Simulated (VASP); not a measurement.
Here is a VASP 6.6.1 calculation.

Contents of POSCAR:

```
SiO2
1.0
   -4.4695578484      4.4695578484      2.6157517199
    4.4695578484     -4.4695578484      2.6157517199
    4.4695578484      4.4695578484     -2.6157517199
Si O
4 8
Direct
    0.8230352566      0.8230352566      0.6460705132
    0.1769647434      0.8230352566      0.0000000000
    0.8230352566      0.1769647434      0.0000000000
    0.1769647434      0.1769647434      0.3539294868
    0.0000000000      0.7912401522      0.7912401522
    0.2087598478      0.0000000000      0.2087598478
    0.7912401522      0.0000000000      0.7912401522
    0.0000000000      0.2087598478      0.2087598478
    0.0000000000      0.0000000000      0.5000000000
    0.5000000000      0.0000000000      0.0000000000
    0.0000000000      0.5000000000      0.0000000000
    0.5000000000      0.5000000000      0.5000000000
```

File INCAR.step1:

```
SYSTEM = SiO2
PREC = Accurate ; ENCUT = 520
ISMEAR = -1 ; SIGMA = 0.05
LREAL = .False. ; LASPH = .True.
NELM = 60 ; NBANDS = 44
GGA = PE ; ALGO = Normal
EDIFF = 1E-4 ; LWAVE = .True.
LCHARG = .False.
```

Contents of INCAR.step2:

```
SYSTEM = SiO2
PREC = Accurate ; ENCUT = 520
EDIFF = 1E-7 ; ISMEAR = -1
SIGMA = 0.05 ; LREAL = .False.
LASPH = .True. ; NELM = 60
ALGO = Normal ; ISIF = 2
LWAVE = .False. ; LCHARG = .False.
METAGGA = R2SCAN ; LMIXTAU = .True.
NBANDS = 44 ; ISTART = 1
```

The input KPOINTS:

```
Automatic mesh
0
Gamma
  6 6 6
  0 0 0
```

Potentials or basis: VASP PAW PBE potentials, release 64 (Si, O).

Launch:

```sh
$ cat potpaw_PBE.64/Si/POTCAR potpaw_PBE.64/O/POTCAR > POTCAR
$ cp INCAR.step1 INCAR
$ mpirun -np 1 vasp_std > vasp.out
$ cp INCAR.step2 INCAR
$ mpirun -np 1 vasp_std > vasp.out
```

(1) What does it give for the pressure?

(2) Estimate the largest force.

## Answers

(1) 0.1 GPa.

(2) 0.029 eV/Å.

Caveat: the PAW data sets were made with another functional, which shifts forces and pressure a little.
